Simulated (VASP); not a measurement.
# Cr (P-1) in VASP: further runs

The runs below take Cr through single point, with PBE.

All numbers are computed with VASP 6.6.1; they aren't measurements. Logs are shortened: lines on timing, memory, paths and dates and some standing lists are left out, and cuts for length are marked.

### Step 1. The cell of the first run

The typed cell holds 1 atom: a = 2.564 Å, b = 2.575 Å, c = 2.614 Å, α = 60.73°, β = 61.16°, γ = 60.86°.

### Step 2. Single point, PBE

INCAR reads:

```
ALGO = Normal
EDIFF = 1E-7
ENCUT = 520
GGA = PE
ISIF = 2
ISMEAR = -1
LASPH = True
LCHARG = False
LREAL = False
LWAVE = False
NBANDS = 12
NELM = 80
PREC = Accurate
SIGMA = 0.05
```

KPOINTS reads:

```
k-points
0
Gamma
  12 12 12
```

POSCAR reads:

```
Cr
1.0
   -0.0174283700      1.8156326700      1.8106573700
    1.8310089900     -0.0170405700      1.8102695700
    1.8558983200      1.8401342100     -0.0419299100
Cr
1
Direct
    0.0000000000      0.0000000000      0.0000000000
```

Potentials or basis: VASP PAW PBE potentials, release 64 (Cr_pv).

Started as:

```console
cat potpaw_PBE.64/Cr_pv/POTCAR > POTCAR
mpirun -np 1 vasp_std > vasp.out
```

OUTCAR:

```text
EDIFF = 1E-7
   ENCUT = 520
   GGA = PE
   ISIF = 2
   ISMEAR = -1
   LASPH = True
   LREAL = False
   NELM = 80
   PREC = Accurate

 ion  position               nearest neighbor table
   1  0.000  0.000  0.000-

  LATTYP: Found a triclinic cell.
 ALAT       =     4.4579143179
 B/A-ratio  =     0.5752097813
 C/A-ratio  =     0.5884016498
 COS(alpha) =     0.0026486038
 COS(beta)  =     0.3043724544
 COS(gamma) =     0.8580110302

  Lattice vectors:

 A1 = (  -1.8384699500,  -3.6557668800,  -1.7687274600)
 A2 = (   0.0174283700,  -1.8156326700,  -1.8106573700)
 A3 = (  -0.0248893300,  -1.8571747800,   1.8521994800)

Analysis of symmetry for initial positions (statically):
=====================================================================
 Subroutine PRICEL returns:
 Original cell was already a primitive cell.

 Routine SETGRP: Setting up the symmetry group for a
 triclinic supercell.

 Subroutine GETGRP returns: Found  2 space group operations
 (whereof  2 operations were pure point group operations)
 out of a pool of  2 trial point group operations.

The static configuration has the point symmetry S_2 .

Analysis of symmetry for dynamics (positions and initial velocities):
=====================================================================
 Subroutine PRICEL returns:
 Original cell was already a primitive cell.

 Routine SETGRP: Setting up the symmetry group for a
 triclinic supercell.

 Subroutine GETGRP returns: Found  2 space group operations
 (whereof  2 operations were pure point group operations)
 out of a pool of  2 trial point group operations.

The dynamic configuration has the point symmetry S_2 .

 Subroutine INISYM returns: Found  2 space group operations
 (whereof  2 operations are pure point group operations),
 and found     1 'primitive' translations

----------------------------------------------------------------------------------------

                                     Primitive cell

  volume of cell :      12.4553

  direct lattice vectors                    reciprocal lattice vectors
    -0.017428370  1.815632670  1.810657370    -0.267390350  0.275902865  0.273050868
     1.831008990 -0.017040570  1.810269570     0.273617217 -0.269738007  0.273112875
     1.855898320  1.840134210 -0.041929910     0.266363859  0.268711517 -0.266886010

  length of vectors
     2.564235920  2.574870913  2.613849767     0.471356306  0.471397514  0.463015904

  position of ions in fractional coordinates (direct lattice)
     0.000000000  0.000000000  0.000000000

  ion indices of the primitive-cell ions
   primitive index   ion index
                 1           1

----------------------------------------------------------------------------------------

 KPOINTS: k-points

Automatic generation of k-mesh.
 Grid dimensions read from file:
 generate k-points for:   12   12   12

 Generating k-lattice:

  Cartesian coordinates                     Fractional coordinates (reciprocal lattice)
    -0.022282529  0.022991905  0.022754239     0.083333333  0.000000000  0.000000000
     0.022801435 -0.022478167  0.022759406     0.000000000  0.083333333  0.000000000
     0.022196988  0.022392626 -0.022240501     0.000000000  0.000000000  0.083333333

  Length of vectors
     0.039279692  0.039283126  0.038584659

  Shift w.r.t. Gamma in fractional coordinates (k-lattice)
     0.000000000  0.000000000  0.000000000

 Subroutine IBZKPT returns following result:
 ===========================================

 Found    868 irreducible k-points:

 Following reciprocal coordinates:
            Coordinates               Weight
  0.000000  0.000000  0.000000      1.000000
  0.083333 -0.000000 -0.000000      2.000000
  0.166667 -0.000000 -0.000000      2.000000
  0.250000 -0.000000  0.000000      2.000000
  0.333333 -0.000000 -0.000000      2.000000
  0.416667 -0.000000 -0.000000      2.000000
[... 16 lines left out ...]
  0.250000  0.166667  0.000000      2.000000
  0.333333  0.166667 -0.000000      2.000000
 [... further k-points ...]
   k-points           NKPTS =    868   k-points in BZ     NKDIM =    868   number of bands    NBANDS=     12
   number of dos      NEDOS =    301   number of ions     NIONS =      1
   total plane-waves  NPLWV =   8000
   dimension x,y,z NGX =    20 NGY =   20 NGZ =   20
   dimension x,y,z NGXF=    40 NGYF=   40 NGZF=   40
   ions per type =               1
   NGX,Y,Z   is equivalent  to a cutoff of  12.97, 12.91, 12.72 a.u.
   NGXF,Y,Z  is equivalent  to a cutoff of  25.93, 25.83, 25.44 a.u.
 SYSTEM =  unknown system
   PREC   = accura    normal or accurate (medium, high low for compatibility)
   ISTART =      0    job   : 0-new  1-cont  2-samecut
   ICHARG =      2    charge: 1-file 2-atom 10-const
   ISPIN  =      1    spin polarized calculation?
   LNONCOLLINEAR =      F non collinear calculations
   LSORBIT =      F    spin-orbit coupling
   LASPH  =      T    aspherical Exc in radial PAW
   ENCUT  =  520.0 eV  38.22 Ry    6.18 a.u.   4.77  4.79  4.86*2*pi/ulx,y,z
   NELM   =     80;   NELMIN=  2; NELMDL= -5     # of ELM steps
   EDIFF  = 0.1E-06   stopping-criterion for ELM
   LREAL  =      F    real-space projection
   EDIFFG = 0.1E-05   stopping-criterion for IOM
   NSW    =      0    number of steps for IOM
   IBRION =     -1    ionic relax: 0-MD 1-quasi-New 2-CG
   NFREE  =      0    steps in history (QN), initial steepest desc. (CG)
   ISIF   =      2    stress and relaxation
   ISYM   =      2    0-nonsym 1-usesym 2-fastsym
   POTIM  = 0.5000    time-step for ionic-motion
   TEBEG  =    0.0;   TEEND  =   0.0 temperature during run
   PSTRESS=    0.0 pullay stress
   NELECT =      12.0000    total number of electrons
   NUPDOWN=      -1.0000    fix difference up-down
   EMIN   =  10.00;   EMAX   =-10.00  energy-range for DOS
   EFERMI =   0.00;   METHOD = LEGACY
   ISMEAR =    -1;   SIGMA  =   0.05  broadening in eV -4-tet -1-fermi 0-gaus
   EFERMI_NEDOS =   21; number of points for ismear=-14 and -15
   IALGO  =     38    algorithm
   IMIX   =      4    mixing-type and parameters
     AMIX     =   0.40;   BMIX     =  1.00
     AMIX_MAG =   1.60;   BMIX_MAG =  1.00
  volume/ion in A,a.u.               =      12.46        84.05
  Fermi-wavevector in a.u.,A,eV,Ry     =   1.616903  3.055504 35.570735  2.614375
  Thomas-Fermi vector in A             =   2.711414
   LORBIT       =      0    0 simple, 1 ext, 2 COOP (PROOUT), +10 PAW based schemes
   GGA     = PE    functional components
   LHFCALC =     F    Hartree Fock is set to
   AEXX    =    0.0000 exact exchange contribution
   IVDW    =     0    specifies the selected vdW correction
   LEPSILON=     F    determine dielectric tensor
   LRPA    =     F    only Hartree local field effects (RPA)
 non-spin polarized calculation
  energy-cutoff  :      520.00
  volume of cell :       12.46
 maximum number of plane-waves:       345
   NGX =  9   NGY =  9   NGZ =  9

 number of electron      11.9999996 magnetization

 Free energy of the ion-electron system (eV)
  ---------------------------------------------------
  ext. energy  EPLUGINS =         0.00000000
  ---------------------------------------------------
  free energy    TOTEN  =        -9.11651600 eV

  energy without entropy =       -9.10142826  energy(sigma->0) =       -9.10897213

 E-fermi :   9.7130     XC(G=0): -13.2277

 val. band max:        9.7130198938   @ k =   0.0833  -0.0000   0.3333
 cond. band min:       9.7142723174   @ k =  -0.0833  -0.0833   0.4167
 fundamental gap:      0.0012524236
 Fermi energy:         9.7130334842

 k-point     1 :       0.0000    0.0000    0.0000
  band No.  band energies     occupation
      1     -32.7842      2.00000
      2     -32.7484      2.00000
      3     -32.7283      2.00000
      4       2.3630      2.00000
      5       9.1179      1.99999
      6       9.2968      1.99952
      7       9.4822      1.98043
      8      10.9016      0.00000
      9      11.0002      0.00000
     10      17.1648      0.00000
     11      29.1676      0.00000
     12      33.9273      0.00000

 k-point     2 :       0.0833   -0.0000   -0.0000
  band No.  band energies     occupation
      1     -32.8082      2.00000
      2     -32.7764      2.00000
      3     -32.7394      2.00000
      4       2.6325      2.00000
      5       9.1252      1.99998
      6       9.2890      1.99959
      7       9.5336      1.94626
      8      10.8588      0.00000
      9      10.9489      0.00000
     10      17.1647      0.00000
     11      29.2038      0.00000
     12      32.4305      0.00000

 k-point     3 :       0.1667   -0.0000   -0.0000
  band No.  band energies     occupation
      1     -32.9375      2.00000
      2     -32.7977      2.00000
      3     -32.7599      2.00000
      4       3.3948      2.00000
      5       8.8982      2.00000
      6       9.4096      1.99538
      7       9.7022      1.10746
      8      10.8264      0.00000
      9      10.8866      0.00000
     10      17.1646      0.00000
     11      28.0736      0.00000
     12      30.4626      0.00000
[... 286 lines left out ...]
 k-point    23 :       0.2500    0.1667    0.0000
  band No.  band energies     occupation
      1     -33.0494      2.00000
      2     -32.8613      2.00000
      3     -32.8363      2.00000
      4       4.5320      2.00000
      5       8.2324      2.00000
      6       9.7305      0.82673
      7      10.0843      0.00119
      8      10.5158      0.00000
      9      11.3486      0.00000
     10      17.1643      0.00000
     11      27.7181      0.00000
     12      29.5056      0.00000

 k-point    24 :       0.3333    0.1667   -0.0000
  band No.  band energies     occupation
      1     -33.1983      2.00000
      2     -32.8883      2.00000
      3     -32.8671      2.00000
      4       5.5257      2.00000
      5       8.0352      2.00000
      6       9.3259      1.99913
      7      10.0804      0.00129
      8      11.3363      0.00000
      9      11.6891      0.00000
     10      17.1637      0.00000
     11      24.5212      0.00000
     12      28.8101      0.00000

 [... further k-points ...]

------------------------ aborting loop because EDIFF is reached ----------------------------------------

  FORCE on cell =-STRESS in cart. coord.  units (eV):
  Direction    XX          YY          ZZ          XY          YZ          ZX
  --------------------------------------------------------------------------------------
  -------------------------------------------------------------------------------------
  Total       -0.6964639     -0.8449408     -0.9136258      0.0067913     -0.1592008     -0.1536024
  in kB      -89.5891275   -108.6883498   -117.5236040      0.8735908    -20.4786849    -19.7585311
  external PRESSURE =    -105.2670271 kB  Pullay stress =       0.0000000 kB

 VOLUME and BASIS-vectors are now :
 -----------------------------------------------------------------------------
  energy-cutoff  :      520.00
  volume of cell :       12.46
      direct lattice vectors                 reciprocal lattice vectors
    -0.017428370  1.815632670  1.810657370    -0.267390350  0.275902865  0.273050868
     1.831008990 -0.017040570  1.810269570     0.273617217 -0.269738007  0.273112875
     1.855898320  1.840134210 -0.041929910     0.266363859  0.268711517 -0.266886010

 POSITION                                       TOTAL-FORCE (eV/Angst)
 -----------------------------------------------------------------------------------
      0.00000      0.00000      0.00000        -0.000000      0.000000      0.000000
 -----------------------------------------------------------------------------------
    total drift:                                0.000000      0.000000      0.000000

  FREE ENERGIE OF THE ION-ELECTRON SYSTEM (eV)
  ---------------------------------------------------
  free  energy   TOTEN  =        -9.1165160015 eV

  energy  without entropy=       -9.1014282646  energy(sigma->0) =       -9.10897213
```

It took 2.7 min on 1 thread of Intel Xeon 8259CL, shared host; peak memory 0.23 GiB.

Results:

| Property | Result |
| --- | --- |
| Free energy | -9.1165 eV |
| Pressure | -10.5 GPa |
| Band gap on the k mesh | zero (bands 6 and 7 overlap by 2.63 eV) |

Stress tensor (GPa, compression positive):
```
 -8.96   0.09  -1.98
  0.09 -10.87  -2.05
 -1.98  -2.05 -11.75
```

Levels at points of the mesh, in eV from the Fermi level:
```tsv
k point	band 4	band 5	band 6	band 7	band 8	band 9
(0.00, 0.00, 0.00)	-7.35	-0.60	-0.42	-0.23	1.19	1.29
(0.50, 0.00, 0.00)	-3.73	-0.66	-0.38	0.75	2.24	2.45
(0.00, 0.50, 0.00)	-3.73	-0.73	-0.31	0.75	2.27	2.43
(0.50, 0.50, 0.00)	-3.86	-3.08	2.29	2.62	2.69	3.59
(0.00, 0.00, 0.50)	-3.75	-0.59	-0.35	0.45	2.28	2.34
(0.50, 0.00, 0.50)	-3.87	-3.07	2.31	2.60	2.69	3.52
(0.00, 0.50, 0.50)	-3.87	-3.06	2.31	2.62	2.66	3.33
(0.50, 0.50, 0.50)	-3.72	-0.65	-0.47	0.96	2.30	2.46
```

Caveat: the cell stands under tension; the run has no spin polarisation, though such a crystal can be magnetic. Spin polarisation is off, so any magnetic state and its effect on volume and gap are missing.

### Step 3. Single point, PBE, collinear spin, zero start

INCAR reads:

```
  PREC = Accurate
  ENCUT = 520
  EDIFF = 1E-6
  ISMEAR = -1
  SIGMA = 0.05
  LREAL = F
  LASPH = T
  NELM = 150
  ALGO = Normal
  ISIF = 2
  LWAVE = F
  LCHARG = F
  ISPIN = 2
  MAGMOM = 0
  LORBIT = 11
  NUPDOWN = 0.0
  LMAXMIX = 4
  GGA = PE
  NBANDS = 16
```

KPOINTS reads:

```
regular mesh
0
Gamma
  10 10 10
```

POSCAR is that of step 2.

Potentials or basis: VASP PAW PBE potentials, release 64 (Cr_pv).

Started as:

```console
cat potpaw_PBE.64/Cr_pv/POTCAR > POTCAR
mpirun -np 1 vasp_std > vasp.out
```

Wall time 3.8 min (1 thread of Intel Xeon 8259CL, shared host); peak memory 0.25 GiB.

Results (log left out):

```
Free energy                                           : -9.1112 eV
Pressure                                              : -10.5 GPa
Net moment                                            : 0.00 μB per cell
Valence electrons inside the program's atomic spheres : Cr 10.92
```

Stress tensor (GPa, compression positive):
```
 -9.00  -0.26  -1.74
 -0.26 -10.71  -1.87
 -1.74  -1.87 -11.67
```

Caveat: the cell stands under tension; the total moment is fixed, so each spin has its own Fermi level.

(Continued in part 2 of 2.)
